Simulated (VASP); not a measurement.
# Ru2Pt (P1) in VASP: single point with PBE

Aim: the single point of Ru2Pt with PBE.

All numbers are computed with VASP 6.6.1; they aren't measurements. Logs are shortened: lines on timing, memory, paths and dates and some standing lists are left out, and cuts for length are marked.

## 1. The cell of the first run

The typed cell holds 12 atoms: a = 2.752 Å, b = 2.752 Å, c = 26.428 Å, α = 90.00°, β = 90.01°, γ = 119.99°.

## 2. Single point, PBE

Input file INCAR:

```
SYSTEM = Ru2Pt
ALGO = Fast
EDIFF = 1E-6
ENCUT = 520
GGA = PE
ISIF = 2
ISMEAR = 0
LASPH = .TRUE.
LCHARG = .FALSE.
LREAL = .FALSE.
LWAVE = .FALSE.
NBANDS = 88
NELM = 100
PREC = Accurate
SIGMA = 0.2
```

Input file KPOINTS:

```
k-points
0
G
  12 12 1
  0 0 0
```

Input file POSCAR:

```
Ru2Pt
1.0
    2.7517132833      0.0002773272     -0.0002402317
   -1.3756159891      2.3835096139     -0.0000354675
   -0.0023833140     -0.0021521720     26.4279828377
Ru Pt
8 4
Direct
    0.3330470941      0.6629672006      0.4615800423
    0.3334904688      0.6702648738      0.9615413269
    0.6673284101      0.3345843428      0.2115588472
    0.6660272255      0.3321443331      0.7115604149
    0.3339535751      0.6669924222      0.2884438208
    0.3328985881      0.6666097924      0.7884353998
    0.6670830229      0.3371440461      0.0384219702
    0.6661695761      0.3293601744      0.5384603178
    0.6667594531      0.3311197051      0.3750115132
    0.6664399185      0.3353792013      0.8749871992
    0.3339272494      0.6696888789      0.1249845611
    0.3328754182      0.6637450292      0.6250145867
```

Potentials or basis: VASP PAW PBE potentials, release 64 (Ru_pv, Pt).

On the command line:

```console
> cat potpaw_PBE.64/Ru_pv/POTCAR potpaw_PBE.64/Pt/POTCAR > POTCAR
> mpirun -np 1 vasp_std > vasp.out
```

OUTCAR:

```text
SYSTEM = Ru2Pt
   EDIFF = 1E-6
   ENCUT = 520
   GGA = PE
   ISIF = 2
   ISMEAR = 0
   LASPH = .TRUE.
   LREAL = .FALSE.
   NELM = 100
   PREC = Accurate

 ion  position               nearest neighbor table
   1  0.333  0.663  0.462-   8 2.58   8 2.58   8 2.58   9 2.78   9 2.78   9 2.79
   2  0.333  0.670  0.962-   7 2.58   7 2.58   7 2.58  10 2.78  10 2.79  10 2.79
   3  0.667  0.335  0.212-   5 2.58   5 2.58   5 2.58  11 2.78  11 2.79  11 2.79
   4  0.666  0.332  0.712-   6 2.58   6 2.58   6 2.58  12 2.78  12 2.79  12 2.79
   5  0.334  0.667  0.288-   3 2.58   3 2.58   3 2.58   9 2.78   9 2.79   9 2.79
   6  0.333  0.667  0.788-   4 2.58   4 2.58   4 2.58  10 2.78  10 2.79  10 2.79
   7  0.667  0.337  0.038-   2 2.58   2 2.58   2 2.58  11 2.78  11 2.79  11 2.79
   8  0.666  0.329  0.538-   1 2.58   1 2.58   1 2.58  12 2.78  12 2.78  12 2.79
   9  0.667  0.331  0.375-   5 2.78   1 2.78   1 2.78   5 2.79   1 2.79   5 2.79
  10  0.666  0.335  0.875-   6 2.78   2 2.78   6 2.79   2 2.79   2 2.79   6 2.79
  11  0.334  0.670  0.125-   3 2.78   7 2.78   7 2.79   3 2.79   7 2.79   3 2.79
  12  0.333  0.664  0.625-   4 2.78   8 2.78   8 2.78   4 2.79   8 2.79   4 2.79

  LATTYP: Found a base centered monoclinic cell.
 ALAT       =    53.0694009425
 B/A-ratio  =     0.0518563966
 C/A-ratio  =     0.4979890966
 COS(beta)  =    -0.9959577986

  Lattice vectors:

 A1 = (  -2.7493299693,   0.0018748448, -26.4277426060)
 A2 = (  -1.3737139802,  -2.3816347691, -26.4277071385)
 A3 = (  -0.0023833140,  -0.0021521720,  26.4279828377)

Analysis of symmetry for initial positions (statically):
=====================================================================
 Subroutine PRICEL returns:
 Original cell was already a primitive cell.

 Routine SETGRP: Setting up the symmetry group for a
 base centered monoclinic supercell.

 Subroutine GETGRP returns: Found  1 space group operations
 (whereof  1 operations were pure point group operations)
 out of a pool of  4 trial point group operations.

The static configuration has the point symmetry C_1 .

Analysis of symmetry for dynamics (positions and initial velocities):
=====================================================================
 Subroutine PRICEL returns:
 Original cell was already a primitive cell.

 Routine SETGRP: Setting up the symmetry group for a
 base centered monoclinic supercell.

 Subroutine GETGRP returns: Found  1 space group operations
 (whereof  1 operations were pure point group operations)
 out of a pool of  4 trial point group operations.

The dynamic configuration has the point symmetry C_1 .

 Subroutine INISYM returns: Found  1 space group operations
 (whereof  1 operations are pure point group operations),
 and found     1 'primitive' translations

----------------------------------------------------------------------------------------

                                     Primitive cell

  volume of cell :     173.3442

  direct lattice vectors                    reciprocal lattice vectors
     2.751713283  0.000277327 -0.000240232     0.363388822  0.209725806  0.000049850
    -1.375615989  2.383509614 -0.000035467    -0.000042278  0.419524988  0.000034160
    -0.002383314 -0.002152172 26.427982838     0.000003303  0.000002469  0.037838681

  length of vectors
     2.751713308  2.751987905 26.427983033     0.419566863  0.419524992  0.037838681

  position of ions in fractional coordinates (direct lattice)
     0.333047094  0.662967201  0.461580042
     0.333490469  0.670264874  0.961541327
     0.667328410  0.334584343  0.211558847
     0.666027226  0.332144333  0.711560415
     0.333953575  0.666992422  0.288443821
     0.332898588  0.666609792  0.788435400
     0.667083023  0.337144046  0.038421970
     0.666169576  0.329360174  0.538460318
     0.666759453  0.331119705  0.375011513
     0.666439918  0.335379201  0.874987199
     0.333927249  0.669688879  0.124984561
     0.332875418  0.663745029  0.625014587

  ion indices of the primitive-cell ions
   primitive index   ion index
                 1           1
                 2           2
                 3           3
                 4           4
                 5           5
                 6           6
                 7           7
                 8           8
                 9           9
                10          10
                11          11
                12          12

----------------------------------------------------------------------------------------

 KPOINTS: k-points

Automatic generation of k-mesh.
 Grid dimensions read from file:
 generate k-points for:   12   12    1

 Generating k-lattice:

  Cartesian coordinates                     Fractional coordinates (reciprocal lattice)
     0.030282402  0.017477151  0.000004154     0.083333333 -0.000000000  0.000000000
    -0.000003523  0.034960416  0.000002847    -0.000000000  0.083333333  0.000000000
     0.000003303  0.000002469  0.037838681     0.000000000  0.000000000  1.000000000

  Length of vectors
     0.034963905  0.034960416  0.037838681

  Shift w.r.t. Gamma in fractional coordinates (k-lattice)
     0.000000000  0.000000000  0.000000000

 Subroutine IBZKPT returns following result:
 ===========================================

 Found     74 irreducible k-points:

 Following reciprocal coordinates:
            Coordinates               Weight
  0.000000  0.000000  0.000000      1.000000
  0.083333 -0.000000 -0.000000      2.000000
  0.166667 -0.000000 -0.000000      2.000000
  0.250000 -0.000000 -0.000000      2.000000
  0.333333 -0.000000 -0.000000      2.000000
  0.416667 -0.000000 -0.000000      2.000000
[... 16 lines left out ...]
  0.250000  0.166667 -0.000000      2.000000
  0.333333  0.166667 -0.000000      2.000000
 [... further k-points ...]
   k-points           NKPTS =     74   k-points in BZ     NKDIM =     74   number of bands    NBANDS=     88
   number of dos      NEDOS =    301   number of ions     NIONS =     12
   total plane-waves  NPLWV =  80000
   dimension x,y,z NGX =    20 NGY =   20 NGZ =  200
   dimension x,y,z NGXF=    40 NGYF=   40 NGZF=  400
   ions per type =               8   4
   NGX,Y,Z   is equivalent  to a cutoff of  12.08, 12.08, 12.58 a.u.
   NGXF,Y,Z  is equivalent  to a cutoff of  24.17, 24.16, 25.16 a.u.
 SYSTEM =  Ru2Pt
   PREC   = accura    normal or accurate (medium, high low for compatibility)
   ISTART =      0    job   : 0-new  1-cont  2-samecut
   ICHARG =      2    charge: 1-file 2-atom 10-const
   ISPIN  =      1    spin polarized calculation?
   LNONCOLLINEAR =      F non collinear calculations
   LSORBIT =      F    spin-orbit coupling
   LASPH  =      T    aspherical Exc in radial PAW
   ENCUT  =  520.0 eV  38.22 Ry    6.18 a.u.   5.12  5.12 49.14*2*pi/ulx,y,z
   NELM   =    100;   NELMIN=  2; NELMDL= -5     # of ELM steps
   EDIFF  = 0.1E-05   stopping-criterion for ELM
   LREAL  =      F    real-space projection
   EDIFFG = 0.1E-04   stopping-criterion for IOM
   NSW    =      0    number of steps for IOM
   IBRION =     -1    ionic relax: 0-MD 1-quasi-New 2-CG
   NFREE  =      0    steps in history (QN), initial steepest desc. (CG)
   ISIF   =      2    stress and relaxation
   ISYM   =      2    0-nonsym 1-usesym 2-fastsym
   POTIM  = 0.5000    time-step for ionic-motion
   TEBEG  =    0.0;   TEEND  =   0.0 temperature during run
   PSTRESS=    0.0 pullay stress
   NELECT =     152.0000    total number of electrons
   NUPDOWN=      -1.0000    fix difference up-down
   EMIN   =  10.00;   EMAX   =-10.00  energy-range for DOS
   EFERMI =   0.00;   METHOD = LEGACY
   ISMEAR =     0;   SIGMA  =   0.20  broadening in eV -4-tet -1-fermi 0-gaus
   EFERMI_NEDOS =   21; number of points for ismear=-14 and -15
   IALGO  =     68    algorithm
   IMIX   =      4    mixing-type and parameters
     AMIX     =   0.40;   BMIX     =  1.00
     AMIX_MAG =   1.60;   BMIX_MAG =  1.00
  volume/ion in A,a.u.               =      14.45        97.48
  Fermi-wavevector in a.u.,A,eV,Ry     =   1.566942  2.961091 33.406481  2.455307
  Thomas-Fermi vector in A             =   2.669195
   LORBIT       =      0    0 simple, 1 ext, 2 COOP (PROOUT), +10 PAW based schemes
   GGA     = PE    functional components
   LHFCALC =     F    Hartree Fock is set to
   AEXX    =    0.0000 exact exchange contribution
   IVDW    =     0    specifies the selected vdW correction
   LEPSILON=     F    determine dielectric tensor
   LRPA    =     F    only Hartree local field effects (RPA)
 non-spin polarized calculation
 RMM-DIIS sequential band-by-band and
 Gauss-broadening in eV      SIGMA  =   0.20
  energy-cutoff  :      520.00
  volume of cell :      173.34
 maximum number of plane-waves:      4699
   NGX = 11   NGY = 11   NGZ = 99

 number of electron     152.0000009 magnetization

 Free energy of the ion-electron system (eV)
  ---------------------------------------------------
  ext. energy  EPLUGINS =         0.00000000
  ---------------------------------------------------
  free energy    TOTEN  =       -98.15124918 eV

  energy without entropy =      -97.86212724  energy(sigma->0) =      -98.00668821

 E-fermi :  12.0142     XC(G=0): -13.7337

 val. band max:       12.0091196530   @ k =  -0.4167   0.0833  -0.0000
 cond. band min:      12.0167477634   @ k =  -0.2500   0.1667   0.0000
 fundamental gap:      0.0076281104
 Fermi energy:        12.0141504538

 k-point     1 :       0.0000    0.0000    0.0000
  band No.  band energies     occupation
      1     -31.5174      2.00000
      2     -31.5156      2.00000
      3     -31.5128      2.00000
      4     -31.5119      2.00000
      5     -30.8293      2.00000
      6     -30.8277      2.00000
[... 2173 lines left out ...]
     87      14.7257      0.00000
     88      14.8576      0.00000

 [... further k-points ...]

------------------------ aborting loop because EDIFF is reached ----------------------------------------

  FORCE on cell =-STRESS in cart. coord.  units (eV):
  Direction    XX          YY          ZZ          XY          YZ          ZX
  --------------------------------------------------------------------------------------
  -------------------------------------------------------------------------------------
  Total       -0.1762958     -0.3081688     -0.2046851     -0.0740221     -0.0210311      0.0864077
  in kB       -1.6294579     -2.8483271     -1.8918532     -0.6841682     -0.1943850      0.7986453
  external PRESSURE =      -2.1232127 kB  Pullay stress =       0.0000000 kB

 VOLUME and BASIS-vectors are now :
 -----------------------------------------------------------------------------
  energy-cutoff  :      520.00
  volume of cell :      173.34
      direct lattice vectors                 reciprocal lattice vectors
     2.751713283  0.000277327 -0.000240232     0.363388822  0.209725806  0.000049850
    -1.375615989  2.383509614 -0.000035467    -0.000042278  0.419524988  0.000034160
    -0.002383314 -0.002152172 26.427982838     0.000003303  0.000002469  0.037838681

 POSITION                                       TOTAL-FORCE (eV/Angst)
 -----------------------------------------------------------------------------------
      0.00336      1.57929     12.19853        -0.002892      0.001893     -0.013559
     -0.00665      1.59561     25.41149         0.003124     -0.005315     -0.011312
      1.37553      0.79721      5.59090        -0.007242      0.002364     -0.017754
      1.37412      0.79032     18.80493        -0.008266      0.007230     -0.019427
      0.00073      1.58925      7.62288         0.007103     -0.006177      0.015994
     -0.00284      1.58727     20.83665         0.009149     -0.006681      0.019275
      1.37175      0.80369      1.01524         0.001488     -0.003959      0.013421
      1.37875      0.78406     14.23025        -0.000312      0.007136      0.012679
      1.37834      0.78860      9.91063        -0.001684      0.003416     -0.002870
      1.37041      0.79768     23.12397         0.001637     -0.001067     -0.003456
     -0.00266      1.59603      3.30299         0.000595     -0.001880      0.004782
      0.00143      1.58079     16.51777        -0.002700      0.003040      0.002228
 -----------------------------------------------------------------------------------
    total drift:                               -0.000029     -0.000032      0.000219

  FREE ENERGIE OF THE ION-ELECTRON SYSTEM (eV)
  ---------------------------------------------------
  free  energy   TOTEN  =       -98.1512491798 eV

  energy  without entropy=      -97.8621272416  energy(sigma->0) =      -98.00668821
```

Run time: 2 h. Hardware: 1 thread of Oxide Virtual Turin-like, shared host; peak memory 0.8 GiB.

Results:

```yaml
Free_energy: -98.1512 eV
Pressure: -0.2 GPa
Largest_force: 0.022 eV/Å
Band_gap_on_the_k_mesh: zero (bands 76 and 77 overlap by 2.34 eV)
```

Forces in eV/Å, atoms in the order of the input:
```
Ru  -0.003  0.002 -0.014
Ru   0.003 -0.005 -0.011
Ru  -0.007  0.002 -0.018
Ru  -0.008  0.007 -0.019
Ru   0.007 -0.006  0.016
Ru   0.009 -0.007  0.019
Ru   0.001 -0.004  0.013
Ru   0.000  0.007  0.013
Pt  -0.002  0.003 -0.003
Pt   0.002 -0.001 -0.003
Pt   0.001 -0.002  0.005
Pt  -0.003  0.003  0.002
```

Stress tensor (GPa, compression positive):
```
-0.16 -0.07  0.08
-0.07 -0.28 -0.02
 0.08 -0.02 -0.19
```

Caveat: spin-orbit coupling is left out, which moves the levels of the heavy elements.
